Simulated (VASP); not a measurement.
Input of a VASP 6.6.1 run:

INCAR

```
SYSTEM = Mo
PREC     = Accurate       ! precision mode
ENCUT    = 520            ! plane-wave cutoff, eV
EDIFF    = 1E-6           ! SCF threshold, eV
ISMEAR   = -1             ! smearing method
SIGMA    = 0.1            ! smearing width, eV
LREAL    = .False.        ! projectors in reciprocal space
LASPH    = .True.         ! aspherical terms in the spheres
NELM     = 100            ! most SCF steps
ALGO     = Normal         ! electronic algorithm
ISIF     = 2              ! what is computed and relaxed
LWAVE    = .False.        ! write WAVECAR
LCHARG   = .True.         ! write CHGCAR
GGA      = CA             ! functional
LELF     = .True.         ! ELF
LVHAR    = .True.       
NBANDS   = 21             ! bands
```

The input KPOINTS:

```
Automatic mesh
0
Gamma
  11 11 11
  0 0 0
```

POSCAR

```
Mo
1.0
    0.0000000000      2.7848743761      2.7848743761
    2.7848743761      0.0000000000      2.7848743761
    2.7848743761      2.7848743761      0.0000000000
Mo
2
Direct
    0.1250000000      0.1250000000      0.1250000000
    0.8750000000      0.8750000000      0.8750000000
```

Potentials or basis: VASP PAW LDA potentials, release 64 (Mo_sv).

Run with:

```console
$ cat potpaw_LDA.64/Mo_sv/POTCAR > POTCAR
$ mpirun -np 1 vasp_std > vasp.out
```

Q: Predict the band gap on the k mesh.

A: Zero (band 14 reaches 7.64 eV, above the bottom of band 15 at 7.20 eV).

Q: Predict the pressure.

A: 0.8 GPa.
